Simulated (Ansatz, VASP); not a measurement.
Given: the input of a run of Ansatz 0.2.0 on Sc3Te.

The input input.yaml:

```yaml
crystal:
  lattice:
    - [0.0, 3.6164724919, 3.6164724919]
    - [3.6164724919, 0.0, 3.6164724919]
    - [3.6164724919, 3.6164724919, 0.0]
  atoms:
    - { symbol: Sc, position: [0.25, 0.25, 0.25] }
    - { symbol: Sc, position: [0.75, 0.75, 0.75] }
    - { symbol: Sc, position: [0.5, 0.5, 0.5] }
    - { symbol: Te, position: [0.0, 0.0, 0.0] }
hamiltonian:
  xc: pbe
  pseudopotentials: { kind: paw }
kpoints:
  mp_grid: { grid: [7, 7, 7] }
scf:
  occupations: { method: fermi_dirac, width: 0.05 }
output:
  forces: true
  stress: true
  eigenvalues: true
```

Potentials or basis: Ansatz PAW.

Command:

```console
$ ansatz run input.yaml --threads 2 --pin off --max-ram 5120MiB --backend cpu --events-out ev --progress --plain --runs-dir out
```

Translate it to VASP 6.6.1. Potentials there: VASP PAW PBE potentials, release 64 (Sc_sv, Te).

As run (the cutoff follows the program's own potentials):

The input INCAR:

```
PREC = Accurate
ENCUT = 500
EDIFF = 1E-6
ISMEAR = -1
SIGMA = 0.05
LREAL = False
LASPH = True
NELM = 120
ALGO = Normal
ISIF = 2
LWAVE = False
LCHARG = False
GGA = PE
NBANDS = 28
GGA_COMPAT = False
```

KPOINTS

```
Automatic mesh
0
Gamma
  7 7 7
```

The input POSCAR:

```
Sc3Te
1.0
    0.0000000000      3.6164724919      3.6164724919
    3.6164724919      0.0000000000      3.6164724919
    3.6164724919      3.6164724919      0.0000000000
Sc Te
3 1
Direct
    0.2500000000      0.2500000000      0.2500000000
    0.7500000000      0.7500000000      0.7500000000
    0.5000000000      0.5000000000      0.5000000000
    0.0000000000      0.0000000000      0.0000000000
```

Potentials or basis: VASP PAW PBE potentials, release 64 (Sc_sv, Te).

Launch:

```console
$ cat potpaw_PBE.64/Sc_sv/POTCAR potpaw_PBE.64/Te/POTCAR > POTCAR
$ mpirun -np 1 vasp_std > vasp.out
```

Both were run:

|  | VASP | Ansatz | Ansatz less VASP |
| --- | --- | --- | --- |
| gap on the k mesh at the Fermi level (eV) | none | none | - |
| pressure (GPa) | -1.7 | -1.8 | -0.05 |

A gap of «none» marks a metal or a gap that the smearing closes. The functional is the same, so the differences come from potentials, cutoffs and numerics. VASP's potentials hold 39 valence electrons a cell and Ansatz's 49, so a difference there can come from the potentials and not from the codes.

Neither program's run includes spin-orbit coupling.
